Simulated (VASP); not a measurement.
## Rh: single point with r2SCAN

Rh:

```
CELL_PARAMETERS angstrom
0.00000 1.89785 1.89785
1.89785 0.00000 1.89785
1.89785 1.89785 0.00000
ATOMIC_POSITIONS crystal
Rh 0.00000 0.00000 0.00000
```

- Program: VASP 6.6.1
- Task: single point
- Functional: r2SCAN
- Potentials or basis: VASP PAW PBE potentials, release 64 (Rh_pv)
- Cutoff: 550 eV
- k mesh: 10 × 10 × 10
- Occupations: methfessel-paxton, width 0.1 eV
- Spin: no spin polarisation
- Dipole correction: no
- Further INCAR settings: ALGO = Normal; EDIFF = 1e-06; NBANDS = 14

```yaml
Pressure: 2.0 GPa
```

Levels at points of the mesh, in eV from the Fermi level:
```tsv
k point	band 3	band 4	band 5	band 6	band 7	band 8	band 9	band 10	band 11	band 12
(0.00, 0.00, 0.00)	-47.84	-8.26	-3.24	-3.24	-3.24	-1.12	-1.12	16.68	17.32	22.47
(0.50, 0.00, 0.00)	-47.95	-6.42	-3.35	-3.35	0.56	0.56	0.87	9.11	16.24	17.33
(0.50, 0.50, 0.00)	-48.13	-6.64	-6.26	0.48	1.02	1.02	3.46	12.92	14.01	14.01
```

Wall time 32 s on 1 thread of Intel(R) Xeon(R) Platinum 8559C (Emerald Rapids) (shared host), peak memory 0.15 GiB.

Caveat: the PAW data sets were made with another functional, which shifts forces and pressure a little.
